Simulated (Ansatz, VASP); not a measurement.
**P2Se2O in VASP and in Ansatz**

```
P Se O
1.0
     3.70275    0.00000    0.00000
     0.00000    3.70275    0.00000
     0.00000    0.00000    7.82407
P Se O
2 2 1
Direct
  0.50000 0.50000 0.99756
  0.00000 0.00000 0.94347
  0.50000 0.50000 0.28661
  0.00000 0.00000 0.34882
  0.00000 0.00000 0.75193
```

Alike in both runs: task relaxation of cell and atoms; functional PBE; dispersion D3(BJ); k mesh 6 × 6 × 2; occupations gaussian, width 0.1 eV; no spin polarisation.

```csv
,VASP,Ansatz
version,VASP 6.6.1,Ansatz 0.2.0
potentials or method,"VASP PAW PBE potentials, release 64 (P, Se, O), cutoff 600 eV","scalar-relativistic, plane waves, PAW"
valence electrons in the cell,28,48
```

Ansatz gave:

* gap on the k mesh at the Fermi level, each at its own relaxed structure (eV): none
* relaxed volume (Å³/atom): 21.43
* relaxed cell length with the largest relative difference (Å): 7.897

**Question.** What did VASP give for the same quantities?

**Answer.** gap on the k mesh at the Fermi level, each at its own relaxed structure (eV): none; relaxed volume (Å³/atom): 21.33; relaxed cell length with the largest relative difference (Å): 7.864.

A gap of «none» marks a metal or a gap that the smearing closes. VASP's potentials hold 28 valence electrons a cell and Ansatz's 48, so a difference there can come from the potentials and not from the codes.

The k mesh is coarse, so the values compare programs but aren't converged.
